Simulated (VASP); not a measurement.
# Ca in VASP: a series of runs

Runs on Ca. Level: PBEsol. Tasks: single point.

Program: VASP 6.6.1. These are calculated values, not measurements. Logs are shortened: lines on timing, memory, paths and dates and some standing lists are left out, and cuts for length are marked.

**1. The cell of the first run**

Symmetry: Fm-3m, No. 225, cubic system. Conventional cell: a = 5.421 Å, b = 5.421 Å, c = 5.421 Å, α = 90.00°, β = 90.00°, γ = 90.00°. Within 5.0 Å of Ca (site symmetry m-3m) lie 12 Ca at 3.83 Å.

**2. Single point, PBEsol (strain -0.030 along x and y, -0.030 along z)**

File INCAR:

```
PREC = Accurate
ENCUT = 520
EDIFF = 1E-6
ISMEAR = 0
SIGMA = 0.15
LREAL = F
LASPH = T
NELM = 80
ALGO = Fast
ISIF = 2
LWAVE = F
LCHARG = F
GGA = PS
NBANDS = 11
```

File KPOINTS:

```
regular mesh
0
Gamma
  14 14 14
```

File POSCAR:

```
Ca
1.0
    0.0000000000      2.7103740000      2.7103740000
    2.7103740000      0.0000000000      2.7103740000
    2.7103740000      2.7103740000      0.0000000000
Ca
1
Direct
    0.0000000000      0.0000000000      0.0000000000
```

Potentials or basis: VASP PAW PBE potentials, release 64 (Ca_sv).

The run is started by

```
> cat potpaw_PBE.64/Ca_sv/POTCAR > POTCAR
> mpirun -np 1 vasp_std > vasp.out
```

OUTCAR:

```text
PREC = Accurate
   ENCUT = 520
   EDIFF = 1E-6
   ISMEAR = 0
   LREAL = F
   LASPH = T
   NELM = 80
   ISIF = 2
   GGA = PS

 ion  position               nearest neighbor table
   1  0.000  0.000  0.000-

  LATTYP: Found a face centered cubic cell.
 ALAT       =     5.4207480000

  Lattice vectors:

 A1 = (   0.0000000000,   2.7103740000,   2.7103740000)
 A2 = (   2.7103740000,   0.0000000000,   2.7103740000)
 A3 = (   2.7103740000,   2.7103740000,   0.0000000000)

Analysis of symmetry for initial positions (statically):
=====================================================================
 Subroutine PRICEL returns:
 Original cell was already a primitive cell.

 Routine SETGRP: Setting up the symmetry group for a
 face centered cubic supercell.

 Subroutine GETGRP returns: Found 48 space group operations
 (whereof 48 operations were pure point group operations)
 out of a pool of 48 trial point group operations.

The static configuration has the point symmetry O_h .

Analysis of symmetry for dynamics (positions and initial velocities):
=====================================================================
 Subroutine PRICEL returns:
 Original cell was already a primitive cell.

 Routine SETGRP: Setting up the symmetry group for a
 face centered cubic supercell.

 Subroutine GETGRP returns: Found 48 space group operations
 (whereof 48 operations were pure point group operations)
 out of a pool of 48 trial point group operations.

The dynamic configuration has the point symmetry O_h .

 Subroutine INISYM returns: Found 48 space group operations
 (whereof 48 operations are pure point group operations),
 and found     1 'primitive' translations

----------------------------------------------------------------------------------------

                                     Primitive cell

  volume of cell :      39.8215

  direct lattice vectors                    reciprocal lattice vectors
     0.000000000  2.710374000  2.710374000    -0.184476386  0.184476386  0.184476386
     2.710374000  0.000000000  2.710374000     0.184476386 -0.184476386  0.184476386
     2.710374000  2.710374000  0.000000000     0.184476386  0.184476386 -0.184476386

  length of vectors
     3.833047670  3.833047670  3.833047670     0.319522473  0.319522473  0.319522473

  position of ions in fractional coordinates (direct lattice)
     0.000000000  0.000000000  0.000000000

  ion indices of the primitive-cell ions
   primitive index   ion index
                 1           1

----------------------------------------------------------------------------------------

 KPOINTS: regular mesh

Automatic generation of k-mesh.
 Grid dimensions read from file:
 generate k-points for:   14   14   14

 Generating k-lattice:

  Cartesian coordinates                     Fractional coordinates (reciprocal lattice)
    -0.013176885  0.013176885  0.013176885     0.071428571  0.000000000  0.000000000
     0.013176885 -0.013176885  0.013176885     0.000000000  0.071428571  0.000000000
     0.013176885  0.013176885 -0.013176885     0.000000000  0.000000000  0.071428571

  Length of vectors
     0.022823034  0.022823034  0.022823034

  Shift w.r.t. Gamma in fractional coordinates (k-lattice)
     0.000000000  0.000000000  0.000000000

 Subroutine IBZKPT returns following result:
 ===========================================

 Found    104 irreducible k-points:

 Following reciprocal coordinates:
            Coordinates               Weight
  0.000000  0.000000  0.000000      1.000000
  0.071429  0.000000  0.000000      8.000000
  0.142857  0.000000  0.000000      8.000000
  0.214286  0.000000  0.000000      8.000000
  0.285714  0.000000  0.000000      8.000000
  0.357143  0.000000  0.000000      8.000000
[... 16 lines left out ...]
  0.214286  0.142857  0.000000     24.000000
  0.285714  0.142857  0.000000     24.000000
 [... further k-points ...]
   k-points           NKPTS =    104   k-points in BZ     NKDIM =    104   number of bands    NBANDS=     11
   number of dos      NEDOS =    301   number of ions     NIONS =      1
   total plane-waves  NPLWV =  27000
   dimension x,y,z NGX =    30 NGY =   30 NGZ =   30
   dimension x,y,z NGXF=    60 NGYF=   60 NGZF=   60
   ions per type =               1
   NGX,Y,Z   is equivalent  to a cutoff of  13.01, 13.01, 13.01 a.u.
   NGXF,Y,Z  is equivalent  to a cutoff of  26.02, 26.02, 26.02 a.u.
 SYSTEM =  unknown system
   PREC   = accura    normal or accurate (medium, high low for compatibility)
   ISTART =      0    job   : 0-new  1-cont  2-samecut
   ICHARG =      2    charge: 1-file 2-atom 10-const
   ISPIN  =      1    spin polarized calculation?
   LNONCOLLINEAR =      F non collinear calculations
   LSORBIT =      F    spin-orbit coupling
   LASPH  =      T    aspherical Exc in radial PAW
   ENCUT  =  520.0 eV  38.22 Ry    6.18 a.u.   7.13  7.13  7.13*2*pi/ulx,y,z
   NELM   =     80;   NELMIN=  2; NELMDL= -5     # of ELM steps
   EDIFF  = 0.1E-05   stopping-criterion for ELM
   LREAL  =      F    real-space projection
   EDIFFG = 0.1E-04   stopping-criterion for IOM
   NSW    =      0    number of steps for IOM
   IBRION =     -1    ionic relax: 0-MD 1-quasi-New 2-CG
   NFREE  =      0    steps in history (QN), initial steepest desc. (CG)
   ISIF   =      2    stress and relaxation
   ISYM   =      2    0-nonsym 1-usesym 2-fastsym
   POTIM  = 0.5000    time-step for ionic-motion
   TEBEG  =    0.0;   TEEND  =   0.0 temperature during run
   PSTRESS=    0.0 pullay stress
   NELECT =      10.0000    total number of electrons
   NUPDOWN=      -1.0000    fix difference up-down
   EMIN   =  10.00;   EMAX   =-10.00  energy-range for DOS
   EFERMI =   0.00;   METHOD = LEGACY
   ISMEAR =     0;   SIGMA  =   0.15  broadening in eV -4-tet -1-fermi 0-gaus
   EFERMI_NEDOS =   21; number of points for ismear=-14 and -15
   IALGO  =     68    algorithm
   IMIX   =      4    mixing-type and parameters
     AMIX     =   0.40;   BMIX     =  1.00
     AMIX_MAG =   1.60;   BMIX_MAG =  1.00
  volume/ion in A,a.u.               =      39.82       268.73
  Fermi-wavevector in a.u.,A,eV,Ry     =   1.032846  1.951796 14.514301  1.066771
  Thomas-Fermi vector in A             =   2.167064
   LORBIT       =      0    0 simple, 1 ext, 2 COOP (PROOUT), +10 PAW based schemes
   GGA     = PS    functional components
   LHFCALC =     F    Hartree Fock is set to
   AEXX    =    0.0000 exact exchange contribution
   IVDW    =     0    specifies the selected vdW correction
   LEPSILON=     F    determine dielectric tensor
   LRPA    =     F    only Hartree local field effects (RPA)
 non-spin polarized calculation
 RMM-DIIS sequential band-by-band and
 Gauss-broadening in eV      SIGMA  =   0.15
  energy-cutoff  :      520.00
  volume of cell :       39.82
 maximum number of plane-waves:      1090
 NGX is ok and might be reduce to    30
   NGX = 15   NGY = 15   NGZ = 15

 number of electron      10.0000001 magnetization

 Free energy of the ion-electron system (eV)
  ---------------------------------------------------
  ext. energy  EPLUGINS =         0.00000000
  ---------------------------------------------------
  free energy    TOTEN  =        -2.14059562 eV

  energy without entropy =       -2.12593444  energy(sigma->0) =       -2.13326503

 E-fermi :   2.1206     XC(G=0):  -7.9965

 val. band max:        2.1195561129   @ k =  -0.4286   0.2143   0.0714
 cond. band min:       2.1316798932   @ k =  -0.3571   0.3571   0.0000
 fundamental gap:      0.0121237804
 Fermi energy:         2.1205781935

 k-point     1 :       0.0000    0.0000    0.0000
  band No.  band energies     occupation
      1     -39.5858      2.00000
      2     -20.5691      2.00000
      3     -20.5691      2.00000
      4     -20.5691      2.00000
      5      -2.0150      2.00000
      6       4.5243      0.00000
      7       4.5243      0.00000
      8       4.5243      0.00000
      9       5.6799      0.00000
     10       5.6799      0.00000
     11      11.5035      0.00000

 k-point     2 :       0.0714    0.0000    0.0000
  band No.  band energies     occupation
      1     -39.5849      2.00000
      2     -20.5779      2.00000
      3     -20.5703      2.00000
      4     -20.5703      2.00000
      5      -1.9230      2.00000
      6       4.4230      0.00000
      7       4.5605      0.00000
      8       4.5605      0.00000
      9       5.6474      0.00000
     10       5.6475      0.00000
     11      11.6285      0.00000

 k-point     3 :       0.1429    0.0000    0.0000
  band No.  band energies     occupation
      1     -39.5824      2.00000
      2     -20.6025      2.00000
      3     -20.5736      2.00000
      4     -20.5736      2.00000
      5      -1.6520      2.00000
      6       4.1512      0.00000
      7       4.6430      0.00000
      8       4.6430      0.00000
      9       5.5888      0.00000
     10       5.5888      0.00000
     11      11.5804      0.00000

 k-point     4 :       0.2143    0.0000    0.0000
  band No.  band energies     occupation
      1     -39.5787      2.00000
      2     -20.6378      2.00000
      3     -20.5784      2.00000
      4     -20.5784      2.00000
      5      -1.2176      2.00000
      6       3.7732      0.00000
      7       4.6872      0.00000
      8       4.6872      0.00000
      9       5.6137      0.00000
     10       5.6137      0.00000
     11      10.4659      0.00000
[... 239 lines left out ...]
 k-point    22 :       0.1429    0.1429    0.0000
  band No.  band energies     occupation
      1     -39.5813      2.00000
      2     -20.6015      2.00000
      3     -20.5810      2.00000
      4     -20.5810      2.00000
      5      -1.5327      2.00000
      6       4.0603      0.00000
      7       4.7263      0.00000
      8       4.7263      0.00000
      9       5.1957      0.00000
     10       5.8075      0.00000
     11      12.1180      0.00000

 k-point    23 :       0.2143    0.1429    0.0000
  band No.  band energies     occupation
      1     -39.5785      2.00000
      2     -20.6244      2.00000
      3     -20.5870      2.00000
      4     -20.5856      2.00000
      5      -1.2143      2.00000
      6       3.8167      0.00000
      7       4.7346      0.00000
      8       4.8259      0.00000
      9       5.0931      0.00000
     10       5.8729      0.00000
     11      11.4599      0.00000

 k-point    24 :       0.2857    0.1429    0.0000
  band No.  band energies     occupation
      1     -39.5750      2.00000
      2     -20.6560      2.00000
      3     -20.5930      2.00000
      4     -20.5911      2.00000
      5      -0.7441      2.00000
      6       3.5071      0.00000
      7       4.4921      0.00000
      8       4.8634      0.00000
      9       5.3288      0.00000
     10       6.0035      0.00000
     11      10.2480      0.00000

 [... further k-points ...]
[... 5 lines left out ...]
  --------------------------------------------------------------------------------------
  -------------------------------------------------------------------------------------
  Total        0.0935225      0.0935225      0.0935225      0.0000000      0.0000000      0.0000000
  in kB        3.7627824      3.7627824      3.7627824      0.0000000      0.0000000      0.0000000
  external PRESSURE =       3.7627824 kB  Pullay stress =       0.0000000 kB

 VOLUME and BASIS-vectors are now :
 -----------------------------------------------------------------------------
  energy-cutoff  :      520.00
  volume of cell :       39.82
      direct lattice vectors                 reciprocal lattice vectors
     0.000000000  2.710374000  2.710374000    -0.184476386  0.184476386  0.184476386
     2.710374000  0.000000000  2.710374000     0.184476386 -0.184476386  0.184476386
     2.710374000  2.710374000  0.000000000     0.184476386  0.184476386 -0.184476386

 POSITION                                       TOTAL-FORCE (eV/Angst)
 -----------------------------------------------------------------------------------
      0.00000      0.00000      0.00000         0.000000     -0.000000      0.000000
 -----------------------------------------------------------------------------------
    total drift:                               -0.000000     -0.000000      0.000000

  FREE ENERGIE OF THE ION-ELECTRON SYSTEM (eV)
  ---------------------------------------------------
  free  energy   TOTEN  =        -2.1405956191 eV

  energy  without entropy=       -2.1259344421  energy(sigma->0) =       -2.13326503
```

It took 50 s on 1 thread of Intel Xeon Platinum 8259CL at 2.50GHz (Skylake/Cascade Lake), shared host; peak memory 0.19 GiB.

Results:

- Free energy: -2.1406 eV
- Pressure: 0.4 GPa
- Band gap on the k mesh: zero (band 5 reaches 2.24 eV, above the bottom of band 6 at 2.01 eV)

Levels at points of the mesh, in eV from the Fermi level:
| k point | band 2 | band 3 | band 4 | band 5 | band 6 | band 7 | band 8 | band 9 |
| --- | --- | --- | --- | --- | --- | --- | --- | --- |
| (0.00, 0.00, 0.00) | -22.69 | -22.69 | -22.69 | -4.14 | 2.40 | 2.40 | 2.40 | 3.56 |
| (0.50, 0.00, 0.00) | -22.86 | -22.71 | -22.71 | -1.03 | -0.11 | 2.28 | 2.28 | 4.30 |
| (0.50, 0.50, 0.00) | -22.85 | -22.75 | -22.75 | -0.52 | 0.53 | 1.08 | 4.30 | 4.50 |

Caveat: the cell differs from its parent crystal (strain -0.030 along x and y, -0.030 along z); the PAW data sets were made with another functional, which shifts forces and pressure a little.

**3. Single point, PBEsol (strain +0.030 along x and y, +0.030 along z)**

File INCAR:

```
ALGO = Fast
EDIFF = 1E-7
ENCUT = 520
GGA = PS
ISIF = 2
ISMEAR = 0
LASPH = True
LCHARG = False
LREAL = False
LWAVE = False
NBANDS = 11
NELM = 80
PREC = Accurate
SIGMA = 0.15
```

File KPOINTS:

```
k-points
0
Gamma
  14 14 14
```

File POSCAR:

```
Ca
1.0
    0.0000000000      2.8780260000      2.8780260000
    2.8780260000      0.0000000000      2.8780260000
    2.8780260000      2.8780260000      0.0000000000
Ca
1
Direct
    0.0000000000      0.0000000000      0.0000000000
```

Potentials or basis: VASP PAW PBE potentials, release 64 (Ca_sv).

The run is started by

```
> cat potpaw_PBE.64/Ca_sv/POTCAR > POTCAR
> mpirun -np 1 vasp_std > vasp.out
```

It took 58 s on 1 thread of Intel Xeon Platinum 8259CL at 2.50GHz (Skylake/Cascade Lake), shared host; peak memory 0.19 GiB.

The run converged. Its results:

```
Free energy            : -2.0879 eV
Pressure               : -2.2 GPa
Band gap on the k mesh : zero (band 5 reaches 1.65 eV, above the bottom of band 6 at 1.21 eV)
```

Levels at points of the mesh, in eV from the Fermi level:
| k point | band 1 | band 2 | band 3 | band 4 | band 5 | band 6 | band 7 | band 8 | band 9 | band 10 |
| --- | --- | --- | --- | --- | --- | --- | --- | --- | --- | --- |
| (0.00, 0.00, 0.00) | -42.13 | -23.13 | -23.13 | -23.13 | -3.81 | 2.16 | 2.16 | 2.16 | 3.09 | 3.09 |
| (0.50, 0.00, 0.00) | -42.12 | -23.22 | -23.15 | -23.15 | -0.95 | -0.22 | 2.07 | 2.07 | 3.68 | 3.68 |
| (0.50, 0.50, 0.00) | -42.12 | -23.22 | -23.17 | -23.17 | -0.35 | 0.62 | 0.77 | 3.68 | 3.84 | 3.84 |

Caveat: the cell differs from its parent crystal (strain +0.030 along x and y, +0.030 along z); the PAW data sets were made with another functional, which shifts forces and pressure a little.

**4. Single point, PBEsol (strain -0.030 along x and y, -0.015 along z)**

File INCAR:

```
  PREC = Accurate
  ENCUT = 520
  EDIFF = 1E-6
  ISMEAR = 0
  SIGMA = 0.15
  LREAL = F
  LASPH = T
  NELM = 80
  ALGO = Fast
  ISIF = 2
  LWAVE = F
  LCHARG = T
  GGA = PS
  LELF = T
  LVHAR = T
  NBANDS = 11
```

File KPOINTS:

```
Automatic mesh
0
Gamma
  14 14 14
```

File POSCAR:

```
Ca
1.0
    0.0000000000      2.7103740000      2.7522870000
    2.7103740000      0.0000000000      2.7522870000
    2.7103740000      2.7103740000      0.0000000000
Ca
1
Direct
    0.0000000000      0.0000000000      0.0000000000
```

The run is started by

```
> cat potpaw_PBE.64/Ca_sv/POTCAR > POTCAR
> mpirun -np 1 vasp_std > vasp.out
```

Wall time 2.4 min (1 thread of Intel Xeon Platinum 8259CL at 2.50GHz (Skylake/Cascade Lake), shared host); peak memory 0.24 GiB.

The run converged. Its results:

```yaml
Free_energy: -2.1414 eV
Pressure: 0.1 GPa
Band_gap_on_the_k_mesh: zero (band 5 reaches 2.20 eV, above the bottom of band 6 at 1.94 eV)
```

Stress tensor (GPa, compression positive):
```
0.14 0.00 0.00
0.00 0.14 0.00
0.00 0.00 0.01
```

Levels at points of the mesh, in eV from the Fermi level:
| k point | band 1 | band 2 | band 3 | band 4 | band 5 | band 6 | band 7 | band 8 | band 9 | band 10 |
| --- | --- | --- | --- | --- | --- | --- | --- | --- | --- | --- |
| (0.00, 0.00, 0.00) | -41.74 | -22.73 | -22.73 | -22.73 | -4.11 | 2.34 | 2.41 | 2.41 | 3.47 | 3.57 |
| (0.50, 0.00, 0.00) | -41.73 | -22.89 | -22.75 | -22.75 | -1.02 | -0.12 | 2.22 | 2.31 | 4.23 | 4.26 |
| (0.50, 0.50, 0.00) | -41.72 | -22.88 | -22.78 | -22.78 | -0.53 | 0.56 | 0.94 | 4.25 | 4.44 | 4.44 |
| (0.50, 0.00, 0.50) | -41.72 | -22.88 | -22.79 | -22.79 | -0.49 | 0.53 | 1.10 | 4.24 | 4.41 | 4.47 |

Caveat: the cell differs from its parent crystal (strain -0.030 along x and y, -0.015 along z); the PAW data sets were made with another functional, which shifts forces and pressure a little.

**5. Summary**

| cell | further INCAR settings | gap on the mesh (eV) | pressure (GPa) |
| --- | --- | --- | --- |
| a = 3.833 Å, angles 60.0°, 1 atom | ALGO = Fast; EDIFF = 1e-06; NBANDS = 11 | none | 0.4 |
| a = 4.070 Å, angles 60.0°, 1 atom | ALGO = Fast; EDIFF = 1e-07; NBANDS = 11 | none | -2.2 |
| a = 3.863, b = 3.863, c = 3.833 Å, angles 60.3, 60.3, 59.5°, 1 atom | ALGO = Fast; EDIFF = 1e-06; NBANDS = 11 | none | 0.1 |

Alike in all rows: task single point; level PBEsol; potentials or basis VASP PAW PBE potentials, release 64 (Ca_sv); no spin polarisation; k mesh 14 × 14 × 14; cutoff (eV) 520; smearing gaussian 0.15 eV.

Caveats: the PAW data sets were made with another functional, which shifts forces and pressure a little.

Absolute energies hang on the potentials; compare differences alone.
